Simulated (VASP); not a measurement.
# Bi (R-3m) in VASP: a series of runs

Runs on Bi. Level: PBE. Tasks: single point, relaxation of cell and atoms.

All numbers are computed with VASP 6.6.1; they aren't measurements. Logs are shortened: lines on timing, memory, paths and dates and some standing lists are left out, and cuts for length are marked.

## (1) The cell of the first run

Symmetry: R-3m, No. 166, trigonal system. The conventional cell has a = 4.582 Å, b = 4.582 Å, c = 12.182 Å, α = 90.00°, β = 90.00°, γ = 120.00°. Within 4.1 Å of Bi (site symmetry 3m) lie 6 Bi at 3.11 to 3.59 Å.

## (2) Single point, PBE

File INCAR:

```
SYSTEM = Bi
PREC = Accurate ; ENCUT = 520
EDIFF = 1E-6 ; ISMEAR = 0
SIGMA = 0.05 ; LREAL = .False.
LASPH = .True. ; NELM = 100
ALGO = Fast ; ISIF = 2
LWAVE = .False. ; LCHARG = .True.
GGA = PE ; LELF = .True.
LVHAR = .True. ; NBANDS = 22
```

File KPOINTS:

```
regular mesh
0
Gamma
  12 12 12
  0 0 0
```

File POSCAR:

```
Bi
1.0
    2.2907744928      1.3225792701      4.0606201668
   -2.2907744928      1.3225792701      4.0606201668
    0.0000000000     -2.6451585401      4.0606201668
Bi
2
Direct
    0.2335238618      0.2335238618      0.2335238618
    0.7664761382      0.7664761382      0.7664761382
```

Potentials or basis: VASP PAW PBE potentials, release 64 (Bi_d).

Run with:

```sh
> cat potpaw_PBE.64/Bi_d/POTCAR > POTCAR
> mpirun -np 1 vasp_std > vasp.out
```

OUTCAR:

```text
SYSTEM = Bi
   PREC = Accurate
   ENCUT = 520
   EDIFF = 1E-6
   ISMEAR = 0
   LREAL = .False.
   LASPH = .True.
   NELM = 100
   ISIF = 2
   GGA = PE

 ion  position               nearest neighbor table
   1  0.234  0.234  0.234-   2 3.11   2 3.11   2 3.11   2 3.59   2 3.59   2 3.59
   2  0.766  0.766  0.766-   1 3.11   1 3.11   1 3.11   1 3.59   1 3.59   1 3.59

  LATTYP: Found a trigonal (rhomboedric) cell.
 ALAT       =     4.8461840495
 COS(alpha) =     0.5531159386

  Lattice vectors:

 A1 = (   2.2907744928,   1.3225792701,   4.0606201668)
 A2 = (  -2.2907744928,   1.3225792701,   4.0606201668)
 A3 = (   0.0000000000,  -2.6451585401,   4.0606201668)

Analysis of symmetry for initial positions (statically):
=====================================================================
 Subroutine PRICEL returns:
 Original cell was already a primitive cell.

 Routine SETGRP: Setting up the symmetry group for a
 trigonal (rhombohedral) supercell.

 Subroutine GETGRP returns: Found 12 space group operations
 (whereof 12 operations were pure point group operations)
 out of a pool of 12 trial point group operations.

The static configuration has the point symmetry D_3d.

Analysis of symmetry for dynamics (positions and initial velocities):
=====================================================================
 Subroutine PRICEL returns:
 Original cell was already a primitive cell.

 Routine SETGRP: Setting up the symmetry group for a
 trigonal (rhombohedral) supercell.

 Subroutine GETGRP returns: Found 12 space group operations
 (whereof 12 operations were pure point group operations)
 out of a pool of 12 trial point group operations.

The dynamic configuration has the point symmetry D_3d.

 Subroutine INISYM returns: Found 12 space group operations
 (whereof 12 operations are pure point group operations),
 and found     1 'primitive' translations

----------------------------------------------------------------------------------------

                                     Primitive cell

  volume of cell :      73.8155

  direct lattice vectors                    reciprocal lattice vectors
     2.290774493  1.322579270  4.060620167     0.218266792  0.126016391  0.082089267
    -2.290774493  1.322579270  4.060620167    -0.218266792  0.126016391  0.082089267
     0.000000000 -2.645158540  4.060620167     0.000000000 -0.252032782  0.082089267

  length of vectors
     4.846184049  4.846184049  4.846184049     0.265064466  0.265064466  0.265064466

  position of ions in fractional coordinates (direct lattice)
     0.233523862  0.233523862  0.233523862
     0.766476138  0.766476138  0.766476138

  ion indices of the primitive-cell ions
   primitive index   ion index
                 1           1
                 2           2

----------------------------------------------------------------------------------------

 KPOINTS: regular mesh

Automatic generation of k-mesh.
 Grid dimensions read from file:
 generate k-points for:   12   12   12

 Generating k-lattice:

  Cartesian coordinates                     Fractional coordinates (reciprocal lattice)
     0.018188899  0.010501366  0.006840772     0.083333333  0.000000000  0.000000000
    -0.018188899  0.010501366  0.006840772     0.000000000  0.083333333  0.000000000
     0.000000000 -0.021002732  0.006840772     0.000000000  0.000000000  0.083333333

  Length of vectors
     0.022088706  0.022088706  0.022088706

  Shift w.r.t. Gamma in fractional coordinates (k-lattice)
     0.000000000  0.000000000  0.000000000

 Subroutine IBZKPT returns following result:
 ===========================================

 Found    189 irreducible k-points:

 Following reciprocal coordinates:
            Coordinates               Weight
  0.000000  0.000000  0.000000      1.000000
  0.083333  0.000000 -0.000000      6.000000
  0.166667  0.000000 -0.000000      6.000000
  0.250000 -0.000000 -0.000000      6.000000
  0.333333  0.000000 -0.000000      6.000000
  0.416667  0.000000  0.000000      6.000000
[... 16 lines left out ...]
  0.500000  0.166667  0.000000     12.000000
 -0.416667  0.166667 -0.000000     12.000000
 [... further k-points ...]
   k-points           NKPTS =    189   k-points in BZ     NKDIM =    189   number of bands    NBANDS=     22
   number of dos      NEDOS =    301   number of ions     NIONS =      2
   total plane-waves  NPLWV =  46656
   dimension x,y,z NGX =    36 NGY =   36 NGZ =   36
   dimension x,y,z NGXF=    72 NGYF=   72 NGZF=   72
   ions per type =               2
   NGX,Y,Z   is equivalent  to a cutoff of  12.35, 12.35, 12.35 a.u.
   NGXF,Y,Z  is equivalent  to a cutoff of  24.70, 24.70, 24.70 a.u.
 SYSTEM =  Bi
   PREC   = accura    normal or accurate (medium, high low for compatibility)
   ISTART =      0    job   : 0-new  1-cont  2-samecut
   ICHARG =      2    charge: 1-file 2-atom 10-const
   ISPIN  =      1    spin polarized calculation?
   LNONCOLLINEAR =      F non collinear calculations
   LSORBIT =      F    spin-orbit coupling
   LASPH  =      T    aspherical Exc in radial PAW
   ENCUT  =  520.0 eV  38.22 Ry    6.18 a.u.   9.01  9.01  9.01*2*pi/ulx,y,z
   NELM   =    100;   NELMIN=  2; NELMDL= -5     # of ELM steps
   EDIFF  = 0.1E-05   stopping-criterion for ELM
   LREAL  =      F    real-space projection
   EDIFFG = 0.1E-04   stopping-criterion for IOM
   NSW    =      0    number of steps for IOM
   IBRION =     -1    ionic relax: 0-MD 1-quasi-New 2-CG
   NFREE  =      0    steps in history (QN), initial steepest desc. (CG)
   ISIF   =      2    stress and relaxation
   ISYM   =      2    0-nonsym 1-usesym 2-fastsym
   POTIM  = 0.5000    time-step for ionic-motion
   TEBEG  =    0.0;   TEEND  =   0.0 temperature during run
   PSTRESS=    0.0 pullay stress
   NELECT =      30.0000    total number of electrons
   NUPDOWN=      -1.0000    fix difference up-down
   EMIN   =  10.00;   EMAX   =-10.00  energy-range for DOS
   EFERMI =   0.00;   METHOD = LEGACY
   ISMEAR =     0;   SIGMA  =   0.05  broadening in eV -4-tet -1-fermi 0-gaus
   EFERMI_NEDOS =   21; number of points for ismear=-14 and -15
   IALGO  =     68    algorithm
   IMIX   =      4    mixing-type and parameters
     AMIX     =   0.40;   BMIX     =  1.00
     AMIX_MAG =   1.60;   BMIX_MAG =  1.00
  volume/ion in A,a.u.               =      36.91       249.07
  Fermi-wavevector in a.u.,A,eV,Ry     =   1.212642  2.291562 20.007384  1.470501
  Thomas-Fermi vector in A             =   2.348120
   LORBIT       =      0    0 simple, 1 ext, 2 COOP (PROOUT), +10 PAW based schemes
   GGA     = PE    functional components
   LHFCALC =     F    Hartree Fock is set to
   AEXX    =    0.0000 exact exchange contribution
   IVDW    =     0    specifies the selected vdW correction
   LEPSILON=     F    determine dielectric tensor
   LRPA    =     F    only Hartree local field effects (RPA)
 non-spin polarized calculation
 RMM-DIIS sequential band-by-band and
 Gauss-broadening in eV      SIGMA  =   0.05
  energy-cutoff  :      520.00
  volume of cell :       73.82
 maximum number of plane-waves:      2019
   NGX = 19   NGY = 19   NGZ = 19

 number of electron      29.9999994 magnetization

 Free energy of the ion-electron system (eV)
  ---------------------------------------------------
  ext. energy  EPLUGINS =         0.00000000
  ---------------------------------------------------
  free energy    TOTEN  =        -7.77432027 eV

  energy without entropy =       -7.77402414  energy(sigma->0) =       -7.77417220

 E-fermi :   5.7676     XC(G=0):  -9.3066

 val. band max:        5.7527498171   @ k =   0.4167   0.0833   0.0833
 cond. band min:       5.8052840220   @ k =  -0.4167   0.5000   0.4167
 fundamental gap:      0.0525342049
 Fermi energy:         5.7676460813

 k-point     1 :       0.0000    0.0000    0.0000
  band No.  band energies     occupation
      1     -17.0487      2.00000
      2     -17.0487      2.00000
      3     -16.9161      2.00000
      4     -16.9161      2.00000
      5     -16.9029      2.00000
      6     -16.7562      2.00000
[... 14 lines left out ...]
     21      11.6737      0.00000
     22      11.6832      0.00000

 k-point     2 :       0.0833    0.0000   -0.0000
  band No.  band energies     occupation
      1     -17.0445      2.00000
      2     -17.0430      2.00000
      3     -16.9143      2.00000
      4     -16.9127      2.00000
      5     -16.9000      2.00000
      6     -16.7588      2.00000
[... 14 lines left out ...]
     21      11.7296      0.00000
     22      12.2915      0.00000

 k-point     3 :       0.1667    0.0000   -0.0000
  band No.  band energies     occupation
      1     -17.0325      2.00000
      2     -17.0263      2.00000
      3     -16.9095      2.00000
      4     -16.9029      2.00000
      5     -16.8912      2.00000
      6     -16.7673      2.00000
[... 14 lines left out ...]
     21      12.0043      0.00000
     22      13.4886      0.00000

 k-point     4 :       0.2500   -0.0000   -0.0000
  band No.  band energies     occupation
      1     -17.0144      2.00000
      2     -16.9999      2.00000
      3     -16.9033      2.00000
      4     -16.8878      2.00000
      5     -16.8764      2.00000
      6     -16.7826      2.00000
[... 14 lines left out ...]
     21      12.5618      0.00000
     22      14.8922      0.00000

 k-point     5 :       0.3333    0.0000   -0.0000
  band No.  band energies     occupation
      1     -16.9939      2.00000
      2     -16.9659      2.00000
      3     -16.8969      2.00000
      4     -16.8689      2.00000
      5     -16.8574      2.00000
      6     -16.8040      2.00000
[... 417 lines left out ...]
 k-point    22 :       0.4167    0.1667    0.0000
  band No.  band energies     occupation
      1     -17.0067      2.00000
      2     -16.9342      2.00000
      3     -16.8900      2.00000
      4     -16.8790      2.00000
      5     -16.8390      2.00000
      6     -16.8193      2.00000
[... 14 lines left out ...]
     21      14.7911      0.00000
     22      14.8338      0.00000

 k-point    23 :       0.5000    0.1667    0.0000
  band No.  band energies     occupation
      1     -16.9911      2.00000
      2     -16.9120      2.00000
      3     -16.8814      2.00000
      4     -16.8670      2.00000
      5     -16.8402      2.00000
      6     -16.8199      2.00000
[... 14 lines left out ...]
     21      14.6171      0.00000
     22      14.9611      0.00000

 k-point    24 :      -0.4167    0.1667   -0.0000
  band No.  band energies     occupation
      1     -16.9888      2.00000
      2     -16.8912      2.00000
      3     -16.8816      2.00000
      4     -16.8681      2.00000
      5     -16.8398      2.00000
      6     -16.8258      2.00000
[... 14 lines left out ...]
     21      13.7824      0.00000
     22      15.5182      0.00000

 [... further k-points ...]

------------------------ aborting loop because EDIFF is reached ----------------------------------------

  FORCE on cell =-STRESS in cart. coord.  units (eV):
  Direction    XX          YY          ZZ          XY          YZ          ZX
  --------------------------------------------------------------------------------------
  -------------------------------------------------------------------------------------
  Total       -0.0165496     -0.0165496     -0.0175872      0.0000000     -0.0000000      0.0000000
  in kB       -0.3592116     -0.3592116     -0.3817320      0.0000000     -0.0000000      0.0000000
  external PRESSURE =      -0.3667184 kB  Pullay stress =       0.0000000 kB

 VOLUME and BASIS-vectors are now :
 -----------------------------------------------------------------------------
  energy-cutoff  :      520.00
  volume of cell :       73.82
      direct lattice vectors                 reciprocal lattice vectors
     2.290774493  1.322579270  4.060620167     0.218266792  0.126016391  0.082089267
    -2.290774493  1.322579270  4.060620167    -0.218266792  0.126016391  0.082089267
     0.000000000 -2.645158540  4.060620167     0.000000000 -0.252032782  0.082089267

 POSITION                                       TOTAL-FORCE (eV/Angst)
 -----------------------------------------------------------------------------------
      0.00000      0.00000      2.84476         0.000000      0.000000      0.011493
      0.00000      0.00000      9.33711         0.000000     -0.000000     -0.011493
 -----------------------------------------------------------------------------------
    total drift:                               -0.000000      0.000000     -0.000000

  FREE ENERGIE OF THE ION-ELECTRON SYSTEM (eV)
  ---------------------------------------------------
  free  energy   TOTEN  =        -7.7743202725 eV

  energy  without entropy=       -7.7740241354  energy(sigma->0) =       -7.77417220
```

It took 2.5 min on 1 thread of Intel Xeon 6975P-C (Granite Rapids), shared host; peak memory 0.37 GiB.

Results:

| Property | Result |
| --- | --- |
| Free energy | -7.7743 eV |
| Pressure | 0.0 GPa |
| Largest force | 0.011 eV/Å |
| Band gap on the k mesh | zero (bands 15 and 16 overlap by 0.21 eV) |

Forces in eV/Å, atoms in the order of the input:
```
Bi   0.000  0.000  0.011
Bi   0.000  0.000 -0.011
```

Caveat: spin-orbit coupling is left out, which moves the levels of the heavy elements.

## (3) Relaxation of cell and atoms, PBE

This run uses another cell than the first one, of 35.39 Å³/atom.

File INCAR:

```
PREC = Accurate ; ENCUT = 600
EDIFF = 1E-7 ; ISMEAR = 0
SIGMA = 0.05 ; LREAL = F
LASPH = T ; NELM = 60
ALGO = Fast ; ISIF = 3
LWAVE = F ; LCHARG = F
GGA = PE ; IBRION = 2
NSW = 80 ; EDIFFG = -0.01
```

File KPOINTS:

```
regular mesh
0
Gamma
  12 12 12
```

File POSCAR:

```
Bi
1.0
    2.2251432831      1.2846870735      4.1262563025
   -2.2251432831      1.2846870735      4.1262563025
    0.0000000000     -2.5693741469      4.1262563025
Bi
2
Direct
    0.2275400000      0.2275400000      0.2275400000
    0.7724600000      0.7724600000      0.7724600000
```

Potentials or basis: VASP PAW PBE potentials, release 64 (Bi_d).

Run with:

```sh
> cat potpaw_PBE.64/Bi_d/POTCAR > POTCAR
> mpirun -np 1 vasp_std > vasp.out
```

It took 34 min on 1 thread of Intel Xeon 6975P-C (Granite Rapids), shared host; peak memory 0.46 GiB.

Results (log left out):

| Quantity | Value |
| --- | --- |
| Free energy | -7.7738 eV |
| Relaxed volume | 36.86 Å³/atom |
| Relaxed cell | a = 4.841 Å, b = 4.841 Å, c = 4.841 Å, α = 56.49°, β = 56.49°, γ = 56.49° |
| Space group after relaxing (to 0.1 Å) | R-3m (No. 166) |
| Energy gained by relaxing | 54.2 meV/atom |
| Ionic steps | 14 |
| Pressure after relaxing | 0.0 GPa |
| Band gap on the k mesh | zero (bands 15 and 16 overlap by 0.20 eV) |

Forces in eV/Å, atoms in the order of the input:
```
Bi   0.000  0.000  0.002
Bi   0.000  0.000 -0.002
```

The path:
| step | energy change (eV) | largest force (eV/Å) | pressure (GPa) | volume (Å³) |
| --- | --- | --- | --- | --- |
| 1 | 0.0000 | 0.9517 | 4.29 | 70.77 |
| 2 | -0.0527 | 0.2472 | -2.60 | 80.92 |
| 3 | -0.0962 | 0.1735 | -0.30 | 76.52 |
| 4 | -0.0962 | 0.1870 | -0.23 | 76.41 |
| 5 | -0.0996 | 0.1458 | -0.15 | 75.90 |
| 6 | -0.1045 | 0.0257 | 0.13 | 74.41 |
| 7 | -0.1062 | 0.0238 | -0.20 | 74.61 |
| 8 | -0.1065 | 0.0504 | -0.36 | 74.72 |
| 9 | -0.1074 | 0.0354 | -0.28 | 74.42 |
| 10 | -0.1082 | 0.0170 | -0.15 | 74.01 |
| 11 | -0.1074 | 0.0189 | 0.12 | 73.19 |
| 12 | -0.1083 | 0.0072 | -0.09 | 73.82 |
| 13 | -0.1083 | 0.0074 | -0.09 | 73.80 |
| 14 | -0.1083 | 0.0020 | -0.02 | 73.72 |

Final structure:
```cif
data_structure
_symmetry_space_group_name_H-M 'P 1'
_symmetry_Int_Tables_number 1
_cell_length_a 4.8411
_cell_length_b 4.8411
_cell_length_c 4.8411
_cell_angle_alpha 56.491
_cell_angle_beta 56.491
_cell_angle_gamma 56.491
_cell_volume 73.72
loop_
_atom_site_label
_atom_site_type_symbol
_atom_site_fract_x
_atom_site_fract_y
_atom_site_fract_z
_atom_site_occupancy
Bi1 Bi 0.23372 0.23372 0.23372 1
Bi2 Bi 0.76628 0.76628 0.76628 1
```

Levels at points of the mesh, in eV from the Fermi level:
| k point | band 12 | band 13 | band 14 | band 15 | band 16 | band 17 | band 18 | band 19 |
| --- | --- | --- | --- | --- | --- | --- | --- | --- |
| (0.00, 0.00, 0.00) | -7.60 | -1.44 | -1.05 | -1.05 | 2.45 | 2.89 | 2.89 | 5.66 |
| (0.50, 0.00, 0.00) | -10.33 | -1.34 | -1.09 | -0.26 | -0.17 | 0.56 | 1.12 | 7.35 |
| (0.50, 0.50, 0.00) | -9.42 | -4.38 | -2.84 | -2.65 | 2.46 | 4.71 | 5.30 | 6.38 |
| (0.50, 0.50, 0.50) | -9.76 | -0.83 | -0.49 | -0.49 | 0.79 | 0.82 | 0.82 | 6.87 |

Caveat: spin-orbit coupling is left out, which moves the levels of the heavy elements.

The gap in the log of VASP goes by the Fermi energy; the results here count the filled bands.